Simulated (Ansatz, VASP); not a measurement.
## Two plane-wave programs on Pb

```xyz
1
Lattice="-1.9797 1.9797 1.9797 1.9797 -1.9797 1.9797 1.9797 1.9797 -1.9797" Properties=species:S:1:pos:R:3 pbc="T T T"
Pb    0.0000    0.0000    0.0000
```

Alike in both runs: functional PBEsol; k mesh 9 × 9 × 9; occupations fermi-dirac, width 0.05 eV; non-collinear spin, spin-orbit coupling.

```csv
,VASP,Ansatz
version,VASP 6.6.1,Ansatz 0.2.0
potentials or method,"VASP PAW PBE potentials, release 64 (Pb_d)",Ansatz PAW
plane-wave cutoff (eV),520,420
valence electrons in the cell,14,14
task,single point,band structure
```

```csv
,VASP,Ansatz,Ansatz less VASP
pressure (GPa),-1.2,-1.1,+0.12
net moment per atom (μB),0.00,0.00,0.000
```

VASP's potentials were made for PBE, not for PBEsol.
